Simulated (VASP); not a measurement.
Here is a VASP 6.6.1 calculation.

Contents of INCAR:

```
SYSTEM = LiCl
  ALGO = Normal
  EDIFF = 1E-8
  ENCUT = 520
  GGA = PE
  ISIF = 2
  ISMEAR = 0
  LASPH = .TRUE.
  LCHARG = .FALSE.
  LEPSILON = .TRUE.
  LREAL = .FALSE.
  LWAVE = .FALSE.
  NELM = 100
  PREC = Accurate
  SIGMA = 0.01
```

KPOINTS

```
k-points
0
G
  6 6 4
  0 0 0
```

POSCAR

```
LiCl
1.0
    3.8937404213      0.0000000000      0.0000000000
   -1.9468702107      3.3720781205      0.0000000000
    0.0000000000      0.0000000000      6.2258773919
Li Cl
2 2
Direct
    0.6666666667      0.3333333333      0.8780761529
    0.3333333333      0.6666666667      0.3780761529
    0.6666666667      0.3333333333      0.4969248471
    0.3333333333      0.6666666667      0.9969248471
```

Potentials or basis: VASP PAW PBE potentials, release 64 (Li_sv, Cl).

Command:

```bash
$ cat potpaw_PBE.64/Li_sv/POTCAR potpaw_PBE.64/Cl/POTCAR > POTCAR
$ mpirun -np 1 vasp_std > vasp.out
```

Question: Estimate the electronic dielectric tensor (diagonal).

Answer: 2.47, 2.47, 2.50.

Question: What does it give for the Born charges (mean of the diagonal)?

Answer: Li +1.02; Cl -1.02 e.

Question: Predict the band gap on the k mesh.

Answer: 6.03 eV.

Born effective charge tensors (e):
atom 1, Li
```
1.02 0.00 0.00
0.00 1.02 0.00
0.00 0.00 1.04
```
atom 2, Li
```
1.02 0.00 0.00
0.00 1.02 0.00
0.00 0.00 1.04
```
atom 3, Cl
```
-1.02  0.00  0.00
 0.00 -1.02  0.00
 0.00  0.00 -1.04
```
atom 4, Cl
```
-1.02  0.00  0.00
 0.00 -1.02  0.00
 0.00  0.00 -1.04
```

 A k mesh can miss the band edges.
